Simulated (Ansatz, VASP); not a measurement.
# MgO in VASP and in Ansatz

Contents of INCAR:

```
PREC     = Accurate       # precision mode
ENCUT    = 520            # plane-wave cutoff, eV
EDIFF    = 1E-7           # SCF threshold, eV
ISMEAR   = 0              # smearing method
SIGMA    = 0.1            # smearing width, eV
LREAL    = F              # projectors in reciprocal space
LASPH    = T              # aspherical terms in the spheres
NELM     = 60             # most SCF steps
ALGO     = Normal         # electronic algorithm
ISIF     = 2              # what is computed and relaxed
LWAVE    = F              # write WAVECAR
LCHARG   = F              # write CHGCAR
GGA      = PE             # functional
NBANDS   = 11             # bands
```

Contents of KPOINTS:

```
regular mesh
0
Gamma
  6 6 8
```

File POSCAR:

```
MgO
1.0
    3.6416115100      0.0000000000      0.0000000000
    0.0000000000      3.6416115100      0.0000000000
    0.0000000000      0.0000000000      2.4136713000
Mg O
1 1
Direct
    0.5000000000      0.5000000000      0.0000000000
    0.0000000000      0.0000000000      0.0000000000
```

Input for Ansatz:

```yaml
crystal:
  lattice:
    - [3.64161151, 0.0, 0.0]
    - [0.0, 3.64161151, 0.0]
    - [0.0, 0.0, 2.4136713]
  atoms:
    - { symbol: Mg, position: [0.5, 0.5, 0.0] }
    - { symbol: O, position: [0.0, 0.0, 0.0] }
basis:
  ecutwfc: 420
kpoints:
  mp_grid: { grid: [6, 6, 8] }
hamiltonian:
  xc: pbe
scf:
  occupations: { method: gaussian, width: 0.1 }
  lower_state_search: "off"
output:
  forces: true
  stress: true
  eigenvalues: true
```

Alike in both runs: task single point; functional PBE; k mesh 6 × 6 × 8; occupations gaussian, width 0.1 eV; no spin polarisation.

|  | VASP | Ansatz |
| --- | --- | --- |
| version | VASP 6.6.1 | Ansatz 0.2.0 |
| potentials or method | VASP PAW PBE potentials, release 64 (Mg, O), cutoff 520 eV | scalar-relativistic, plane waves, PAW |
| valence electrons in the cell | 8 | 16 |

VASP gave:

- gap on the k mesh at the Fermi level (eV): none
- pressure (GPa): -10.2
- traceless stress, the component that is largest in VASP (GPa): 45.66

Question: What did Ansatz give for the same quantities?

Answer: gap on the k mesh at the Fermi level (eV): none; pressure (GPa): -10.1; traceless stress, the component that is largest in VASP (GPa): 45.68.

A gap of «none» marks a metal or a gap that the smearing closes. VASP's potentials hold 8 valence electrons a cell and Ansatz's 16, so a difference there can come from the potentials and not from the codes.
